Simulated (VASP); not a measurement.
# ScPb3Cl6 (Fm-3m) in VASP: notebook, part 2 of 2

VASP 6.6.1. Earlier steps stand in the parts before.

## Step 4: Single point, PBE

Input file INCAR:

```
SYSTEM = ScPb3Cl6
PREC     = Accurate       ! precision mode
ENCUT    = 520            ! plane-wave cutoff, eV
EDIFF    = 1E-7           ! SCF threshold, eV
ISMEAR   = -1             ! smearing method
SIGMA    = 0.1312         ! smearing width, eV
LREAL    = .False.        ! projectors in reciprocal space
LASPH    = .True.         ! aspherical terms in the spheres
NELM     = 80             ! most SCF steps
ALGO     = Normal         ! electronic algorithm
ISIF     = 2              ! what is computed and relaxed
LWAVE    = .False.        ! write WAVECAR
LCHARG   = .False.        ! write CHGCAR
GGA      = PE             ! functional
NBANDS   = 58             ! bands
ISYM     = 0
```

Input file KPOINTS:

```
Automatic mesh
0
Gamma
  3 3 3
  0.5 0.5 0.5
```

Input file POSCAR:

```
ScPb3Cl6
1.0
    0.0000000000      5.3279650000      5.3279650000
    5.3279650000      0.0000000000      5.3279650000
    5.3279650000      5.3279650000      0.0000000000
Pb Cl Sc
3 6 1
Direct
    0.2500000000      0.2500000000      0.2500000000
    0.7500000000      0.7500000000      0.7500000000
    0.5000000000      0.5000000000      0.5000000000
    0.2380000000      0.7620000000      0.7620000000
    0.7620000000      0.2380000000      0.7620000000
    0.7620000000      0.2380000000      0.2380000000
    0.2380000000      0.7620000000      0.2380000000
    0.7620000000      0.7620000000      0.2380000000
    0.2380000000      0.2380000000      0.7620000000
    0.0000000000      0.0000000000      0.0000000000
```

Potentials or basis: VASP PAW PBE potentials, release 64 (Pb_d, Cl, Sc_sv).

The run is started by

```
> cat potpaw_PBE.64/Pb_d/POTCAR potpaw_PBE.64/Cl/POTCAR potpaw_PBE.64/Sc_sv/POTCAR > POTCAR
> mpirun -np 1 vasp_std > vasp.out
```

OUTCAR:

```text
SYSTEM = ScPb3Cl6
   PREC = Accurate
   ENCUT = 520
   EDIFF = 1E-7
   ISMEAR = -1
   LREAL = .False.
   LASPH = .True.
   NELM = 80
   ISIF = 2
   GGA = PE
   ISYM = 0

 ion  position               nearest neighbor table
   1  0.250  0.250  0.250-
   2  0.750  0.750  0.750-
   3  0.500  0.500  0.500-   4 2.79   5 2.79   6 2.79   7 2.79   8 2.79   9 2.79
   4  0.238  0.762  0.762-  10 2.54   3 2.79
   5  0.762  0.238  0.762-  10 2.54   3 2.79
   6  0.762  0.238  0.238-  10 2.54   3 2.79
   7  0.238  0.762  0.238-  10 2.54   3 2.79
   8  0.762  0.762  0.238-  10 2.54   3 2.79
   9  0.238  0.238  0.762-  10 2.54   3 2.79
  10  0.000  0.000  0.000-   4 2.54   5 2.54   6 2.54   7 2.54   8 2.54   9 2.54

IMPORTANT INFORMATION: All symmetrisations will be switched off!
NOSYMM: (Re-)initialisation of all symmetry stuff for point group C_1.

----------------------------------------------------------------------------------------

                                     Primitive cell

  volume of cell :     302.4921

  direct lattice vectors                    reciprocal lattice vectors
     0.000000000  5.327965000  5.327965000    -0.093844460  0.093844460  0.093844460
     5.327965000  0.000000000  5.327965000     0.093844460 -0.093844460  0.093844460
     5.327965000  5.327965000  0.000000000     0.093844460  0.093844460 -0.093844460

  length of vectors
     7.534880363  7.534880363  7.534880363     0.162543373  0.162543373  0.162543373

  position of ions in fractional coordinates (direct lattice)
     0.250000000  0.250000000  0.250000000
     0.750000000  0.750000000  0.750000000
     0.500000000  0.500000000  0.500000000
     0.238000000  0.762000000  0.762000000
     0.762000000  0.238000000  0.762000000
     0.762000000  0.238000000  0.238000000
     0.238000000  0.762000000  0.238000000
     0.762000000  0.762000000  0.238000000
     0.238000000  0.238000000  0.762000000
     0.000000000  0.000000000  0.000000000

  ion indices of the primitive-cell ions
   primitive index   ion index
                 1           1
[... 108 lines left out ...]
   AEXX    =    0.0000 exact exchange contribution
   IVDW    =     0    specifies the selected vdW correction
   LEPSILON=     F    determine dielectric tensor
   LRPA    =     F    only Hartree local field effects (RPA)
 non-spin polarized calculation
  energy-cutoff  :      520.00
  volume of cell :      302.49
 maximum number of plane-waves:      8166
   NGX = 29   NGY = 29   NGZ = 29

 number of electron      95.0000012 magnetization

 Free energy of the ion-electron system (eV)
  ---------------------------------------------------
  ext. energy  EPLUGINS =         0.00000000
  ---------------------------------------------------
  free energy    TOTEN  =       -37.32120562 eV

  energy without entropy =      -36.81460677  energy(sigma->0) =      -37.06790619

 E-fermi :   4.3271     XC(G=0):  -8.5158

 val. band max:        4.3111148560   @ k =  -0.1667  -0.3333  -0.3333
 cond. band min:       4.3885546573   @ k =  -0.3333   0.1667  -0.3333
 fundamental gap:      0.0774398013
 Fermi energy:         4.3271294739

 k-point     1 :       0.1667    0.1667    0.1667
  band No.  band energies     occupation
      1     -47.1309      2.00000
      2     -25.7567      2.00000
      3     -25.7567      2.00000
      4     -25.7567      2.00000
      5     -14.3222      2.00000
      6     -14.3222      2.00000
[... 1453 lines left out ...]
     57       5.7419      0.00004
     58       6.1625      0.00000

 [... further k-points ...]

------------------------ aborting loop because EDIFF is reached ----------------------------------------

  FORCE on cell =-STRESS in cart. coord.  units (eV):
  Direction    XX          YY          ZZ          XY          YZ          ZX
  --------------------------------------------------------------------------------------
  -------------------------------------------------------------------------------------
  Total        1.2095329      1.2095269      1.2095010      0.0000268      0.0000216      0.0000204
  in kB        6.4064020      6.4063702      6.4062330      0.0001419      0.0001142      0.0001083
  external PRESSURE =       6.4063351 kB  Pullay stress =       0.0000000 kB

 VOLUME and BASIS-vectors are now :
 -----------------------------------------------------------------------------
  energy-cutoff  :      520.00
  volume of cell :      302.49
      direct lattice vectors                 reciprocal lattice vectors
     0.000000000  5.327965000  5.327965000    -0.093844460  0.093844460  0.093844460
     5.327965000  0.000000000  5.327965000     0.093844460 -0.093844460  0.093844460
     5.327965000  5.327965000  0.000000000     0.093844460  0.093844460 -0.093844460

 POSITION                                       TOTAL-FORCE (eV/Angst)
 -----------------------------------------------------------------------------------
      2.66398      2.66398      2.66398         0.000001      0.000001     -0.000001
      7.99195      7.99195      7.99195         0.000001      0.000001      0.000001
      5.32796      5.32796      5.32796        -0.000002     -0.000002     -0.000005
      8.11982      5.32797      5.32797         0.486203     -0.000005     -0.000003
      5.32797      8.11982      5.32797        -0.000003      0.486192     -0.000003
      2.53611      5.32797      5.32797        -0.486192      0.000003     -0.000002
      5.32797      2.53611      5.32797        -0.000002     -0.486188     -0.000002
      5.32797      5.32797      8.11982         0.000001     -0.000003      0.486202
      5.32797      5.32797      2.53611         0.000000      0.000002     -0.486192
      0.00000      0.00000      0.00000        -0.000006     -0.000001      0.000005
 -----------------------------------------------------------------------------------
    total drift:                               -0.000002     -0.000002      0.000010

  FREE ENERGIE OF THE ION-ELECTRON SYSTEM (eV)
  ---------------------------------------------------
  free  energy   TOTEN  =       -37.3212056159 eV

  energy  without entropy=      -36.8146067665  energy(sigma->0) =      -37.06790619
```

Run time: 23 min. Hardware: 1 thread of Intel Xeon Platinum 8488C (Sapphire Rapids), shared host; peak memory 0.94 GiB.

What came out:

```
Free energy            : -37.3212 eV
Pressure               : 0.6 GPa
Largest force          : 0.486 eV/Å
Band gap on the k mesh : zero (an odd number of electrons rules out a gap without spin polarisation)
```

Forces in eV/Å, atoms in the order of the input:
```
Pb   0.000  0.000  0.000
Pb   0.000  0.000  0.000
Pb   0.000  0.000  0.000
Cl   0.486  0.000  0.000
Cl   0.000  0.486  0.000
Cl  -0.486  0.000  0.000
Cl   0.000 -0.486  0.000
Cl   0.000  0.000  0.486
Cl   0.000  0.000 -0.486
Sc   0.000  0.000  0.000
```

Caveat: spin-orbit coupling is left out, which moves the levels of the heavy elements; an odd number of electrons without spin polarisation forces a metal; a magnetic or distorted state may lie lower.

## Step 5: Overview

```csv
level,potentials or basis,U,k mesh,gap on the mesh (eV),pressure (GPa),largest force (eV/Å)
LDA,"VASP PAW LDA potentials, release 64 (Pb_d, Cl, Sc_sv)",-,3 × 3 × 3,none,-2.9,0.55
PBE+U,"VASP PAW PBE potentials, release 64 (Pb_d, Cl, Sc_sv)",Sc d U = 8.0 eV,3 × 3 × 3,none,2.0,0.16
PBE,"VASP PAW PBE potentials, release 64 (Pb_d, Cl, Sc_sv)",-,"3 × 3 × 3, shifted",none,0.6,0.49
```

Alike in all rows: task single point; no spin polarisation; cell as given; cutoff (eV) 520; smearing fermi-dirac 0.1312 eV.

Caveats: spin-orbit coupling is left out, which moves the levels of the heavy elements; an odd number of electrons without spin polarisation forces a metal; a magnetic or distorted state may lie lower; U without spin polarisation on a metal has little footing (at least some runs).

Total energies depend on the potentials used, so only differences within one code and one set of settings carry meaning.
